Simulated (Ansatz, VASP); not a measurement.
## ScSi2 in VASP and in Ansatz

Contents of INCAR:

```
PREC     = Accurate       # precision mode
ENCUT    = 600            # plane-wave cutoff, eV
EDIFF    = 1E-6           # SCF threshold, eV
ISMEAR   = 0              # smearing method
SIGMA    = 0.05           # smearing width, eV
LREAL    = F              # projectors in reciprocal space
LASPH    = T              # aspherical terms in the spheres
NELM     = 60             # most SCF steps
ALGO     = Normal         # electronic algorithm
ISIF     = 3              # what is computed and relaxed
LWAVE    = F              # write WAVECAR
LCHARG   = F              # write CHGCAR
GGA      = PE             # functional
IBRION   = 2              # ionic algorithm
NSW      = 50             # ionic steps
EDIFFG   = -0.01          # ionic threshold
```

KPOINTS

```
regular mesh
0
Gamma
  10 10 10
```

File POSCAR:

```
ScSi2
1.0
    4.0408601708      0.0000000000      0.0000000000
   -2.0204300854      3.4994875610      0.0000000000
    0.0000000000      0.0000000000      3.6202043820
Sc Si
1 2
Direct
    0.0000000000      0.0000000000      0.0000000000
    0.3333333333      0.6666666667      0.5000000000
    0.6666666667      0.3333333333      0.5000000000
```

Input for Ansatz:

```yaml
crystal:
  lattice:
    - [4.0408601708, 0.0, 0.0]
    - [-2.0204300854, 3.499487561, 0.0]
    - [0.0, 0.0, 3.620204382]
  atoms:
    - { symbol: Sc, position: [0.0, 0.0, 0.0] }
    - { symbol: Si, position: [0.3333333333, 0.6666666667, 0.5] }
    - { symbol: Si, position: [0.6666666667, 0.3333333333, 0.5] }
basis:
  ecutwfc: 420
  ecutrho_ratio: 4
kpoints:
  mp_grid: { grid: [10, 10, 10] }
hamiltonian:
  xc: pbe
scf:
  occupations: { method: gaussian, width: 0.05 }
output:
  forces: true
  stress: true
  eigenvalues: true
relax:
  f_tol: 0.01
  max_steps: 30
  cell: { stress_tol: 0.04 }
```

Alike in both runs: task relaxation of cell and atoms; functional PBE; k mesh 10 × 10 × 10; occupations gaussian, width 0.05 eV; no spin polarisation.

```csv
,VASP,Ansatz
version,VASP 6.6.1,Ansatz 0.2.0
potentials or method,"VASP PAW PBE potentials, release 64 (Sc_sv, Si), cutoff 600 eV","scalar-relativistic, plane waves, PAW"
valence electrons in the cell,19,19
```

```csv
,VASP,Ansatz,Ansatz less VASP
"gap on the k mesh at the Fermi level, each at its own relaxed structure (eV)",none,none,-
relaxed volume (Å³/atom),17.07,17.05,-0.018
relaxed length of the cell vector where the two differ most in proportion (Å),3.635,3.631,-0.0043
```

A gap of «none» marks a metal or a gap that the smearing closes.
